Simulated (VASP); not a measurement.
Here is a VASP 6.6.1 calculation.

INCAR

```
SYSTEM = ScSi4O
PREC = Accurate ; ENCUT = 520
EDIFF = 1E-6 ; ISMEAR = 0
SIGMA = 0.1 ; LREAL = .FALSE.
LASPH = .TRUE. ; NELM = 80
ALGO = Normal ; ISIF = 2
LWAVE = .FALSE. ; LCHARG = .FALSE.
GGA = PE ; NBANDS = 26
```

The input KPOINTS:

```
Automatic mesh
0
G
  4 4 4
  0 0 0
```

POSCAR

```
ScSi4O
1.0
    4.9301210656      0.0000000000      0.0000000000
    0.0000000000      4.9301210656      0.0000000000
    0.0000000000      0.0000000000      4.7069078342
Sc Si O
1 4 1
Direct
    0.0000000000      0.0000000000      0.5000000000
    0.0000000000      0.5000000000      0.5000000000
    0.5000000000      0.0000000000      0.5000000000
    0.0000000000      0.5000000000      0.0000000000
    0.5000000000      0.0000000000      0.0000000000
    0.5000000000      0.5000000000      0.5000000000
```

Potentials or basis: VASP PAW PBE potentials, release 64 (Sc_sv, Si, O).

Launch:

```sh
$ cat potpaw_PBE.64/Sc_sv/POTCAR potpaw_PBE.64/Si/POTCAR potpaw_PBE.64/O/POTCAR > POTCAR
$ mpirun -np 1 vasp_std > vasp.out
```

(1) Predict the band gap on the k mesh.

(2) Estimate the pressure.

Answers

(1) zero (an odd number of electrons rules out a gap without spin polarisation).

(2) 0.0 GPa.

Caveat: an odd number of electrons without spin polarisation forces a metal; a magnetic or distorted state may lie lower.
